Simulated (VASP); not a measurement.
A run of VASP 6.6.1 is set up as follows.

INCAR

```
PREC     = Accurate       # precision mode
ENCUT    = 520            # plane-wave cutoff, eV
EDIFF    = 1E-6           # SCF threshold, eV
ISMEAR   = -1             # smearing method
SIGMA    = 0.1            # smearing width, eV
LREAL    = F              # projectors in reciprocal space
LASPH    = T              # aspherical terms in the spheres
NELM     = 60             # most SCF steps
ALGO     = Normal         # electronic algorithm
ISIF     = 2              # what is computed and relaxed
LWAVE    = F              # write WAVECAR
LCHARG   = F              # write CHGCAR
GGA      = PS             # functional
NBANDS   = 21             # bands
```

File KPOINTS:

```
Automatic mesh
0
Gamma
  12 12 6
```

POSCAR

```
Pb
1.0
    3.4762248784      0.0000000000      0.0000000000
   -1.7381124392      3.0104990539      0.0000000000
    0.0000000000      0.0000000000      5.7013880614
Pb
2
Direct
    0.3333333333      0.6666666667      0.2500000000
    0.6666666667      0.3333333333      0.7500000000
```

Potentials or basis: VASP PAW PBE potentials, release 64 (Pb_d).

Run with:

```console
$ cat potpaw_PBE.64/Pb_d/POTCAR > POTCAR
$ mpirun -np 1 vasp_std > vasp.out
```

(1) Predict the pressure.

(2) Predict the band gap on the k mesh.

## Answers

(1) -0.1 GPa.

(2) zero (bands 14 and 15 overlap by 8.02 eV).

Caveat: the PAW data sets were made with another functional, which shifts forces and pressure a little; spin-orbit coupling is left out, which moves the levels of the heavy elements.
